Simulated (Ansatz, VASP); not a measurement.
One calculation of CdS, two programs

```xyz
2
Lattice="2.9393 2.9393 0.0000 -2.9393 2.9393 0.0000 0.0000 2.9393 2.9393" Properties=species:S:1:pos:R:3 pbc="T T T"
Cd    0.0000    0.0000    0.0000
S     1.4696    4.4089    1.4696
```

Change from the starting cell: unstrained.

Alike in both runs: task single point; functional r2SCAN; k mesh 8 × 8 × 8; no spin polarisation.

|  | VASP | Ansatz |
| --- | --- | --- |
| version | VASP 6.6.1 | Ansatz 0.2.0 |
| potentials or method | VASP PAW PBE potentials, release 64 (Cd, S) | PAW with Ansatz's default frozen-core files, scalar-relativistic |
| plane-wave cutoff (eV) | 520 | 500 |
| occupations | gaussian, width 0.01 eV | fixed |
| valence electrons in the cell | 18 | 26 |

```csv
,VASP,Ansatz,Ansatz less VASP
gap on the k mesh at the Fermi level (eV),1.54,1.54,+0.004
pressure (GPa),0.3,0.0,-0.30
```

VASP's potentials were made for PBE, not for r2SCAN. VASP's potentials hold 18 valence electrons a cell and Ansatz's 26, so a difference there can come from the potentials and not from the codes.
